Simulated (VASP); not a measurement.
A run of VASP 6.6.1 is set up as follows.

The input INCAR:

```
PREC = Accurate
ENCUT = 520
EDIFF = 1E-7
ISMEAR = 0
SIGMA = 0.01
LREAL = F
LASPH = T
NELM = 60
ALGO = Normal
ISIF = 2
LWAVE = F
LCHARG = F
GGA = PE
NBANDS = 16
```

Contents of KPOINTS:

```
regular mesh
0
Gamma
  6 6 4
```

The input POSCAR:

```
BN
1.0
    2.5439499996      0.0000000000      0.0000000000
   -1.2719749998      2.2031253256      0.0000000000
    0.0000000000      0.0000000000      4.2498934949
B N
2 2
Direct
    0.3333333333      0.6666666667      0.0000908974
    0.6666666667      0.3333333333      0.5000908974
    0.3333333333      0.6666666667      0.3749091026
    0.6666666667      0.3333333333      0.8749091026
```

Potentials or basis: VASP PAW PBE potentials, release 64 (B, N).

Launch:

```bash
$ cat potpaw_PBE.64/B/POTCAR potpaw_PBE.64/N/POTCAR > POTCAR
$ mpirun -np 1 vasp_std > vasp.out
```

(1) What does it give for the band gap on the k mesh?

(2) What does it give for the pressure?

(3) Predict the largest force.

## Answers

(1) 5.18 eV, indirect (least direct gap 8.23 eV).

(2) 1.2 GPa.

(3) 0.021 eV/Å.

Caveat: the k points lie up to 0.48 Å⁻¹ apart; the cell differs from its parent crystal (uniaxial z strain +1.0%).
